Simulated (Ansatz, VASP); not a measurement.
# Two plane-wave programs on Ru

```xyz
1
Lattice="2.4463 0.0000 0.0000 0.0000 2.4463 0.0000 0.0000 0.0000 2.4463" Properties=species:S:1:pos:R:3 pbc="T T T"
Ru    0.0000    0.0000    0.0000
```

Alike in both runs: task relaxation of cell and atoms; functional PBEsol; k mesh 13 × 13 × 13; occupations fermi-dirac, width 0.1 eV; no spin polarisation.

```csv
,VASP,Ansatz
version,VASP 6.6.1,Ansatz 0.2.0
potentials or method,"VASP PAW PBE potentials, release 64 (Ru_pv), cutoff 600 eV","plane waves (420 eV) with PAW, scalar-relativistic"
valence electrons in the cell,14,16
```

```tsv
	VASP	Ansatz	Ansatz less VASP
relaxed volume (Å³/atom)	15.29	15.27	-0.014
relaxed cell length with the largest relative difference (Å)	2.482	2.481	-0.0007
```

VASP's potentials were made for PBE, not for PBEsol, and Ansatz warns of the same on its side. VASP's potentials hold 14 valence electrons a cell and Ansatz's 16, so a difference there can come from the potentials and not from the codes.
